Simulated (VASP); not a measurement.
Here is a VASP 6.6.1 calculation.

File INCAR:

```
SYSTEM = HoNb2As3
PREC = Accurate
ENCUT = 500
EDIFF = 1E-6
ISMEAR = 0
SIGMA = 0.1
LREAL = .False.
LASPH = .True.
NELM = 200
ALGO = Normal
ISIF = 2
LWAVE = .False.
LCHARG = .False.
ISPIN = 2
MAGMOM = 0 1 1 0 0 0
LORBIT = 11
LMAXMIX = 6
GGA = PE
NBANDS = 38
GGA_COMPAT = .False.
```

KPOINTS

```
regular mesh
0
Gamma
  4 4 4
  0 0 0
```

The input POSCAR:

```
HoNb2As3
1.0
   -2.7175633589      2.7175633589      4.9297845371
    2.7175633589     -2.7175633589      4.9297845371
    2.7175633589      2.7175633589     -4.9297845371
Ho Nb As
1 2 3
Direct
    0.5000000000      0.5000000000      0.0000000000
    0.7500000000      0.2500000000      0.5000000000
    0.2500000000      0.7500000000      0.5000000000
    0.5000000000      0.0000000000      0.5000000000
    0.0000000000      0.5000000000      0.5000000000
    0.0000000000      0.0000000000      0.0000000000
```

Potentials or basis: VASP PAW PBE potentials, release 64 (Ho_3, Nb_sv, As), 4f in core.

Launch:

```bash
$ cat potpaw_PBE.64/Ho_3/POTCAR potpaw_PBE.64/Nb_sv/POTCAR potpaw_PBE.64/As/POTCAR > POTCAR
$ mpirun -np 1 vasp_std > vasp.out
```

(1) What does it give for the net moment?

(2) Predict the pressure.

(3) What does it give for the band gap on the k mesh?

Results:

(1) 0.00 μB per cell.

(2) 0.2 GPa.

(3) zero (filled and empty bands overlap).

Caveat: the magnetic or orbital state may not be the lowest; the moments typed at the start vanished in this run; spin-orbit coupling is left out, which moves the levels of the heavy elements; the 4f electrons are frozen in the core, so they carry no moment and show no levels.
